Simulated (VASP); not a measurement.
A run of VASP 6.6.1 is set up as follows.

The input POSCAR:

```
SnTe
1.0
    3.9047000000      0.0000000000      0.0000000000
    0.0000000000      3.9047000000      0.0000000000
    0.0000000000      0.0000000000      3.9047000000
Te Sn
1 1
Direct
    0.5000000000      0.5000000000      0.5000000000
    0.0000000000      0.0000000000      0.0000000000
```

INCAR.step1

```
PREC = Accurate
ENCUT = 600
EDIFF = 1E-5
ISMEAR = -1
SIGMA = 0.05
LREAL = F
LASPH = T
NELM = 100
ALGO = Normal
LWAVE = T
LCHARG = F
GGA = PE
NBANDS = 17
```

INCAR.step2

```
PREC = Accurate
ENCUT = 600
EDIFF = 1E-6
ISMEAR = -1
SIGMA = 0.05
LREAL = F
LASPH = T
NELM = 100
ALGO = Normal
ISIF = 3
LWAVE = F
LCHARG = F
GGA = PS
LHFCALC = T
AEXX = 0.25
PRECFOCK = Normal
IBRION = 2
NSW = 60
EDIFFG = -0.01
ISTART = 1
```

Contents of KPOINTS:

```
regular mesh
0
Gamma
  4 4 4
```

Potentials or basis: VASP PAW PBE potentials, release 64 (Te, Sn_d).

Run with:

```bash
$ cat potpaw_PBE.64/Te/POTCAR potpaw_PBE.64/Sn_d/POTCAR > POTCAR
$ cp INCAR.step1 INCAR
$ mpirun -np 1 vasp_std > vasp.out
$ cp INCAR.step2 INCAR
$ mpirun -np 1 vasp_std > vasp.out
```

What does it give for the band gap on the k mesh?

Zero (bands 10 and 11 overlap by 2.63 eV).

What does it give for the relaxed volume?

27.11 Å³/atom.

Predict the space group after relaxing (to 0.1 Å).

Pm-3m (No. 221).

Step by step:
| step | energy change (eV) | largest force (eV/Å) | pressure (GPa) | volume (Å³) |
| --- | --- | --- | --- | --- |
| 1 | 0.0000 | 0.0000 | -2.67 | 59.53 |
| 2 | -0.0267 | 0.0000 | -1.19 | 55.37 |
| 3 | -0.0196 | 0.0000 | 2.17 | 52.53 |
| 4 | -0.0309 | 0.0000 | -0.07 | 54.32 |
| 5 | -0.0309 | 0.0000 | 0.06 | 54.22 |

Caveat: the k points lie up to 0.42 Å⁻¹ apart in the final cell, too coarse for converged energies and pressures of a metal; the PAW data sets were made with another functional, which shifts forces and pressure a little; spin-orbit coupling is left out, which moves the levels of the heavy elements.
